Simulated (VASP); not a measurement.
# Fe (P6_3/mmc) in VASP: a series of runs

Fe is run at these levels: PBEsol; tasks: single point, relaxation of cell and atoms.

Program: VASP 6.6.1. These are calculated values, not measurements. Logs are shortened: lines on timing, memory, paths and dates and some standing lists are left out, and cuts for length are marked.

**1. The cell of the first run**

Symmetry: P6_3/mmc, No. 194, hexagonal system. The conventional cell has a = 2.429 Å, b = 2.429 Å, c = 3.842 Å, α = 90.00°, β = 90.00°, γ = 120.00°. Fe (site symmetry -6m2) has 12 Fe at 2.38 to 2.43 Å within 3.1 Å.

This isn't the form of Fe at room conditions, which is bcc.

**2. Single point, PBEsol**

INCAR

```
PREC     = Accurate       # precision mode
ENCUT    = 520            # plane-wave cutoff, eV
EDIFF    = 1E-6           # SCF threshold, eV
ISMEAR   = 0              # smearing method
SIGMA    = 0.1            # smearing width, eV
LREAL    = False          # projectors in reciprocal space
LASPH    = True           # aspherical terms in the spheres
NELM     = 80             # most SCF steps
ALGO     = Fast           # electronic algorithm
ISIF     = 2              # what is computed and relaxed
LWAVE    = False          # write WAVECAR
LCHARG   = False          # write CHGCAR
GGA      = PS             # functional
NBANDS   = 15             # bands
```

KPOINTS

```
regular mesh
0
Gamma
  18 18 12
```

POSCAR

```
Fe
1.0
    2.4289031397      0.0000000000      0.0000000000
   -1.2144515698      2.1034918223      0.0000000000
    0.0000000000      0.0000000000      3.8416629235
Fe
2
Direct
    0.3333333333      0.6666666667      0.2500000000
    0.6666666667      0.3333333333      0.7500000000
```

Potentials or basis: VASP PAW PBE potentials, release 64 (Fe).

The run is started by

```sh
cat potpaw_PBE.64/Fe/POTCAR > POTCAR
mpirun -np 1 vasp_std > vasp.out
```

OUTCAR:

```text
PREC = Accurate
   ENCUT = 520
   EDIFF = 1E-6
   ISMEAR = 0
   LREAL = False
   LASPH = True
   NELM = 80
   ISIF = 2
   GGA = PS

 ion  position               nearest neighbor table
   1  0.333  0.667  0.250-   2 2.38   2 2.38   2 2.38   2 2.38   2 2.38   2 2.38
   2  0.667  0.333  0.750-   1 2.38   1 2.38   1 2.38   1 2.38   1 2.38   1 2.38

  LATTYP: Found a hexagonal cell.
 ALAT       =     2.4289031397
 C/A-ratio  =     1.5816451717

  Lattice vectors:

 A1 = (   2.4289031397,   0.0000000000,   0.0000000000)
 A2 = (  -1.2144515698,   2.1034918223,   0.0000000000)
 A3 = (   0.0000000000,   0.0000000000,   3.8416629235)

Analysis of symmetry for initial positions (statically):
=====================================================================
 Subroutine PRICEL returns:
 Original cell was already a primitive cell.

 Routine SETGRP: Setting up the symmetry group for a
 hexagonal supercell.

 Subroutine GETGRP returns: Found 24 space group operations
 (whereof 12 operations were pure point group operations)
 out of a pool of 24 trial point group operations.

The static configuration has the point symmetry D_3d.
 The point group associated with its full space group is D_6h.

Analysis of symmetry for dynamics (positions and initial velocities):
=====================================================================
 Subroutine PRICEL returns:
 Original cell was already a primitive cell.

 Routine SETGRP: Setting up the symmetry group for a
 hexagonal supercell.

 Subroutine GETGRP returns: Found 24 space group operations
 (whereof 12 operations were pure point group operations)
 out of a pool of 24 trial point group operations.

The dynamic configuration has the point symmetry D_3d.
 The point group associated with its full space group is D_6h.

 Subroutine INISYM returns: Found 24 space group operations
 (whereof 12 operations are pure point group operations),
 and found     1 'primitive' translations

----------------------------------------------------------------------------------------

                                     Primitive cell

  volume of cell :      19.6277

  direct lattice vectors                    reciprocal lattice vectors
     2.428903140  0.000000000  0.000000000     0.411708472  0.237699997  0.000000000
    -1.214451570  2.103491822  0.000000000     0.000000000  0.475399994  0.000000000
     0.000000000  0.000000000  3.841662923     0.000000000  0.000000000  0.260303941

  length of vectors
     2.428903140  2.428903140  3.841662923     0.475399994  0.475399994  0.260303941

  position of ions in fractional coordinates (direct lattice)
     0.333333333  0.666666667  0.250000000
     0.666666667  0.333333333  0.750000000

  ion indices of the primitive-cell ions
   primitive index   ion index
                 1           1
                 2           2

----------------------------------------------------------------------------------------

 KPOINTS: regular mesh

Automatic generation of k-mesh.
 Grid dimensions read from file:
 generate k-points for:   18   18   12

 Generating k-lattice:

  Cartesian coordinates                     Fractional coordinates (reciprocal lattice)
     0.022872693  0.013205555  0.000000000     0.055555556 -0.000000000  0.000000000
     0.000000000  0.026411111  0.000000000     0.000000000  0.055555556  0.000000000
     0.000000000  0.000000000  0.021691995     0.000000000  0.000000000  0.083333333

  Length of vectors
     0.026411111  0.026411111  0.021691995

  Shift w.r.t. Gamma in fractional coordinates (k-lattice)
     0.000000000  0.000000000  0.000000000

 Subroutine IBZKPT returns following result:
 ===========================================

 Found    259 irreducible k-points:

 Following reciprocal coordinates:
            Coordinates               Weight
  0.000000  0.000000  0.000000      1.000000
  0.055556  0.000000  0.000000      6.000000
  0.111111  0.000000  0.000000      6.000000
  0.166667  0.000000  0.000000      6.000000
  0.222222  0.000000  0.000000      6.000000
  0.277778  0.000000  0.000000      6.000000
[... 16 lines left out ...]
  0.333333  0.111111  0.000000     12.000000
  0.388889  0.111111  0.000000     12.000000
 [... further k-points ...]
   k-points           NKPTS =    259   k-points in BZ     NKDIM =    259   number of bands    NBANDS=     15
   number of dos      NEDOS =    301   number of ions     NIONS =      2
   total plane-waves  NPLWV =   9720
   dimension x,y,z NGX =    18 NGY =   18 NGZ =   30
   dimension x,y,z NGXF=    36 NGYF=   36 NGZF=   60
   ions per type =               2
   NGX,Y,Z   is equivalent  to a cutoff of  12.32, 12.32, 12.98 a.u.
   NGXF,Y,Z  is equivalent  to a cutoff of  24.64, 24.64, 25.96 a.u.
 SYSTEM =  unknown system
   PREC   = accura    normal or accurate (medium, high low for compatibility)
   ISTART =      0    job   : 0-new  1-cont  2-samecut
   ICHARG =      2    charge: 1-file 2-atom 10-const
   ISPIN  =      1    spin polarized calculation?
   LNONCOLLINEAR =      F non collinear calculations
   LSORBIT =      F    spin-orbit coupling
   LASPH  =      T    aspherical Exc in radial PAW
   ENCUT  =  520.0 eV  38.22 Ry    6.18 a.u.   4.52  4.52  7.14*2*pi/ulx,y,z
   NELM   =     80;   NELMIN=  2; NELMDL= -5     # of ELM steps
   EDIFF  = 0.1E-05   stopping-criterion for ELM
   LREAL  =      F    real-space projection
   EDIFFG = 0.1E-04   stopping-criterion for IOM
   NSW    =      0    number of steps for IOM
   IBRION =     -1    ionic relax: 0-MD 1-quasi-New 2-CG
   NFREE  =      0    steps in history (QN), initial steepest desc. (CG)
   ISIF   =      2    stress and relaxation
   ISYM   =      2    0-nonsym 1-usesym 2-fastsym
   POTIM  = 0.5000    time-step for ionic-motion
   TEBEG  =    0.0;   TEEND  =   0.0 temperature during run
   PSTRESS=    0.0 pullay stress
   NELECT =      16.0000    total number of electrons
   NUPDOWN=      -1.0000    fix difference up-down
   EMIN   =  10.00;   EMAX   =-10.00  energy-range for DOS
   EFERMI =   0.00;   METHOD = LEGACY
   ISMEAR =     0;   SIGMA  =   0.10  broadening in eV -4-tet -1-fermi 0-gaus
   EFERMI_NEDOS =   21; number of points for ismear=-14 and -15
   IALGO  =     68    algorithm
   IMIX   =      4    mixing-type and parameters
     AMIX     =   0.40;   BMIX     =  1.00
     AMIX_MAG =   1.60;   BMIX_MAG =  1.00
  volume/ion in A,a.u.               =       9.81        66.23
  Fermi-wavevector in a.u.,A,eV,Ry     =   1.529295  2.889949 31.820552  2.338745
  Thomas-Fermi vector in A             =   2.636936
   LORBIT       =      0    0 simple, 1 ext, 2 COOP (PROOUT), +10 PAW based schemes
   GGA     = PS    functional components
   LHFCALC =     F    Hartree Fock is set to
   AEXX    =    0.0000 exact exchange contribution
   IVDW    =     0    specifies the selected vdW correction
   LEPSILON=     F    determine dielectric tensor
   LRPA    =     F    only Hartree local field effects (RPA)
 non-spin polarized calculation
 RMM-DIIS sequential band-by-band and
 Gauss-broadening in eV      SIGMA  =   0.10
  energy-cutoff  :      520.00
  volume of cell :       19.63
 maximum number of plane-waves:       548
   NGX =  9   NGY =  9   NGZ = 15

 number of electron      16.0000008 magnetization

 Free energy of the ion-electron system (eV)
  ---------------------------------------------------
  ext. energy  EPLUGINS =         0.00000000
  ---------------------------------------------------
  free energy    TOTEN  =       -17.87583749 eV

  energy without entropy =      -17.86297221  energy(sigma->0) =      -17.86940485

 E-fermi :   7.1626     XC(G=0): -14.1746

 val. band max:        7.1519446710   @ k =   0.3889   0.0000   0.3333
 cond. band min:       7.1629660496   @ k =   0.4444   0.1111   0.4167
 fundamental gap:      0.0110213786
 Fermi energy:         7.1626030151

 k-point     1 :       0.0000    0.0000    0.0000
  band No.  band energies     occupation
      1      -2.0015      2.00000
      2       1.9854      2.00000
      3       5.4202      2.00000
      4       5.4202      2.00000
      5       5.5527      2.00000
      6       5.9156      2.00000
      7       5.9156      2.00000
      8       6.2820      2.00000
      9       6.2820      2.00000
     10       7.6922      0.00000
     11       7.9286      0.00000
     12       7.9286      0.00000
     13      16.3064      0.00000
     14      29.3788      0.00000
     15      33.1570      0.00000

 k-point     2 :       0.0556    0.0000    0.0000
  band No.  band energies     occupation
      1      -1.8827      2.00000
      2       2.0640      2.00000
      3       5.2392      2.00000
      4       5.4887      2.00000
      5       5.7067      2.00000
      6       5.8803      2.00000
      7       5.9756      2.00000
      8       6.1979      2.00000
      9       6.2341      2.00000
     10       6.8846      1.99992
     11       7.9521      0.00000
     12       8.8851      0.00000
     13      16.3110      0.00000
     14      28.9574      0.00000
     15      31.7398      0.00000

 k-point     3 :       0.1111    0.0000    0.0000
  band No.  band energies     occupation
      1      -1.5331      2.00000
      2       2.2833      2.00000
      3       4.9671      2.00000
      4       5.6896      2.00000
      5       5.7289      2.00000
      6       5.7569      2.00000
      7       5.9459      2.00000
      8       6.1041      2.00000
      9       6.1507      2.00000
     10       6.3913      2.00000
     11       8.0119      0.00000
     12      10.0453      0.00000
     13      16.3283      0.00000
     14      27.3980      0.00000
     15      30.5710      0.00000

 k-point     4 :       0.1667    0.0000    0.0000
  band No.  band energies     occupation
      1      -0.9740      2.00000
      2       2.5864      2.00000
      3       4.6757      2.00000
      4       5.0094      2.00000
      5       5.6248      2.00000
      6       5.9225      2.00000
      7       6.0076      2.00000
      8       6.2082      2.00000
      9       6.2118      2.00000
     10       6.4261      2.00000
     11       8.0866      0.00000
     12      11.2873      0.00000
     13      16.3660      0.00000
     14      25.1130      0.00000
     15      29.0558      0.00000
[... 307 lines left out ...]
 k-point    22 :       0.2778    0.1111    0.0000
  band No.  band energies     occupation
      1       1.6563      2.00000
      2       3.0473      2.00000
      3       3.3307      2.00000
      4       4.1240      2.00000
      5       5.1536      2.00000
      6       5.6945      2.00000
      7       5.8174      2.00000
      8       7.1061      1.57608
      9       7.5683      0.00000
     10       8.2044      0.00000
     11       8.2297      0.00000
     12      15.7865      0.00000
     13      16.3129      0.00000
     14      19.0736      0.00000
     15      22.3948      0.00000

 k-point    23 :       0.3333    0.1111    0.0000
  band No.  band energies     occupation
      1       2.2486      2.00000
      2       2.8767      2.00000
      3       3.0494      2.00000
      4       4.3292      2.00000
      5       5.0763      2.00000
      6       5.6553      2.00000
      7       5.8832      2.00000
      8       7.5250      0.00000
      9       7.9006      0.00000
     10       8.2247      0.00000
     11       8.9365      0.00000
     12      15.0292      0.00000
     13      17.1873      0.00000
     14      18.8876      0.00000
     15      21.6320      0.00000

 k-point    24 :       0.3889    0.1111    0.0000
  band No.  band energies     occupation
      1       2.5434      2.00000
      2       2.7582      2.00000
      3       2.8785      2.00000
      4       4.5887      2.00000
      5       5.0423      2.00000
      6       5.5358      2.00000
      7       6.0297      2.00000
      8       7.8837      0.00000
      9       8.0840      0.00000
     10       8.2362      0.00000
     11       9.7974      0.00000
     12      13.4293      0.00000
     13      18.5120      0.00000
     14      19.4229      0.00000
     15      21.0731      0.00000

 [... further k-points ...]

------------------------ aborting loop because EDIFF is reached ----------------------------------------

  FORCE on cell =-STRESS in cart. coord.  units (eV):
  Direction    XX          YY          ZZ          XY          YZ          ZX
  --------------------------------------------------------------------------------------
  -------------------------------------------------------------------------------------
  Total       -0.0296320     -0.0296320     -0.0473161     -0.0000000      0.0000000      0.0000000
  in kB       -2.4188050     -2.4188050     -3.8623314     -0.0000000      0.0000000      0.0000000
  external PRESSURE =      -2.8999805 kB  Pullay stress =       0.0000000 kB

 VOLUME and BASIS-vectors are now :
 -----------------------------------------------------------------------------
  energy-cutoff  :      520.00
  volume of cell :       19.63
      direct lattice vectors                 reciprocal lattice vectors
     2.428903140  0.000000000  0.000000000     0.411708472  0.237699997  0.000000000
    -1.214451570  2.103491822  0.000000000     0.000000000  0.475399994  0.000000000
     0.000000000  0.000000000  3.841662923     0.000000000  0.000000000  0.260303941

 POSITION                                       TOTAL-FORCE (eV/Angst)
 -----------------------------------------------------------------------------------
     -0.00000      1.40233      0.96042        -0.000000      0.000000      0.000000
      1.21445      0.70116      2.88125         0.000000     -0.000000      0.000000
 -----------------------------------------------------------------------------------
    total drift:                                0.000000     -0.000000     -0.000000

  FREE ENERGIE OF THE ION-ELECTRON SYSTEM (eV)
  ---------------------------------------------------
  free  energy   TOTEN  =       -17.8758374913 eV

  energy  without entropy=      -17.8629722140  energy(sigma->0) =      -17.86940485
```

Wall time 97 s (1 thread of Intel Xeon 8259CL, shared host); peak memory 0.18 GiB.

Results:

| Quantity | Value |
| --- | --- |
| Free energy | -17.8758 eV |
| Pressure | -0.3 GPa |
| Band gap on the k mesh | zero (bands 8 and 9 overlap by 2.04 eV) |

Caveat: the PAW data sets were made with another functional, which shifts forces and pressure a little; the run has no spin polarisation, though such a crystal can be magnetic. Spin polarisation is off, so any magnetic state and its effect on volume and gap are missing.

**3. Relaxation of cell and atoms, PBEsol**

INCAR

```
SYSTEM = Fe
  ALGO = Normal
  EDIFF = 1E-7
  EDIFFG = -0.01
  ENCUT = 600
  GGA = PS
  IBRION = 2
  ISIF = 3
  ISMEAR = 0
  LASPH = .TRUE.
  LCHARG = .FALSE.
  LREAL = .FALSE.
  LWAVE = .FALSE.
  NELM = 80
  NSW = 80
  PREC = Accurate
  SIGMA = 0.1
```

KPOINTS

```
k-points
0
G
  18 18 12
  0 0 0
```

POSCAR

```
Fe
1.0
    2.4275576560      0.0000000000      0.0000000000
   -1.2137788280      2.1023265992      0.0000000000
    0.0000000000      0.0000000000      3.8464955664
Fe
2
Direct
    0.3333333333      0.6666666667      0.2500000000
    0.6666666667      0.3333333333      0.7500000000
```

Potentials or basis: VASP PAW PBE potentials, release 64 (Fe).

The run is started by

```sh
cat potpaw_PBE.64/Fe/POTCAR > POTCAR
mpirun -np 1 vasp_std > vasp.out
```

Wall time 3.6 min (1 thread of Intel Xeon 8259CL, shared host); peak memory 0.2 GiB.

Results (log left out):

* Free energy: -17.8751 eV
* Relaxed volume: 9.80 Å³/atom
* Relaxed cell: a = 2.428 Å, b = 2.428 Å, c = 3.838 Å, α = 90.00°, β = 90.00°, γ = 120.00°
* Space group after relaxing (to 0.1 Å): P6_3/mmc (No. 194)
* Energy gained by relaxing: 0.1 meV/atom
* Ionic steps: 4
* Pressure after relaxing: -0.1 GPa
* Band gap on the k mesh: zero (bands 8 and 9 overlap by 2.05 eV)

Stress tensor (GPa, compression positive):
```
-0.13  0.00  0.00
 0.00 -0.13  0.00
 0.00  0.00  0.08
```

Step by step:
| step | energy change (eV) | largest force (eV/Å) | pressure (GPa) | volume (Å³) |
| --- | --- | --- | --- | --- |
| 1 | 0.0000 | 0.0000 | -0.61 | 19.63 |
| 2 | 0.0001 | 0.0000 | 1.12 | 19.52 |
| 3 | -0.0001 | 0.0000 | 0.15 | 19.59 |
| 4 | -0.0002 | 0.0000 | -0.06 | 19.60 |

Final structure:
```
Fe
1.0
     2.42829    0.00000    0.00000
    -1.21415    2.10296    0.00000
     0.00000    0.00000    3.83800
Fe
2
Direct
  0.33333 0.66667 0.25000
  0.66667 0.33333 0.75000
```

Levels at points of the mesh, in eV from the Fermi level:
```tsv
k point	band 4	band 5	band 6	band 7	band 8	band 9	band 10	band 11	band 12
(0.00, 0.00, 0.00)	-1.75	-1.61	-1.25	-1.25	-0.89	-0.89	0.54	0.77	0.77
(0.50, 0.00, 0.00)	-2.14	-2.07	-1.60	-1.12	0.88	1.12	1.16	2.82	5.05
(0.00, 0.00, 0.50)	-2.19	-1.87	-1.87	-1.87	-1.87	0.35	0.35	0.35	0.35
(0.50, 0.00, 0.50)	-3.33	-0.68	-0.68	0.12	0.12	1.03	1.03	2.58	2.58
```

Caveat: the PAW data sets were made with another functional, which shifts forces and pressure a little; the run has no spin polarisation, though such a crystal can be magnetic. Spin polarisation is off, so any magnetic state and its effect on volume and gap are missing.
